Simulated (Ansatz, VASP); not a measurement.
One calculation of Ca, two programs

```
Ca
1.0
    -2.26948    2.26948    2.26948
     2.26948   -2.26948    2.26948
     2.26948    2.26948   -2.26948
Ca
1
Direct
  0.00000 0.00000 0.00000
```

Alike in both runs: task relaxation of cell and atoms; functional PBEsol; k mesh 10 × 10 × 10; occupations fermi-dirac, width 0.05 eV; no spin polarisation.

|  | VASP | Ansatz |
| --- | --- | --- |
| version | VASP 6.6.1 | Ansatz 0.2.0 |
| potentials or method | VASP PAW PBE potentials, release 64 (Ca_sv), cutoff 600 eV | all-electron LAPW, scalar-relativistic |

|  | VASP | Ansatz | Ansatz less VASP |
| --- | --- | --- | --- |
| relaxed volume (Å³/atom) | 40.49 | 40.46 | -0.033 |
| relaxed cell length with the largest relative difference (Å) | 3.747 | 3.746 | -0.0010 |

VASP's potentials were made for PBE, not for PBEsol. Ansatz ran all-electron here, and VASP with PAW potentials.
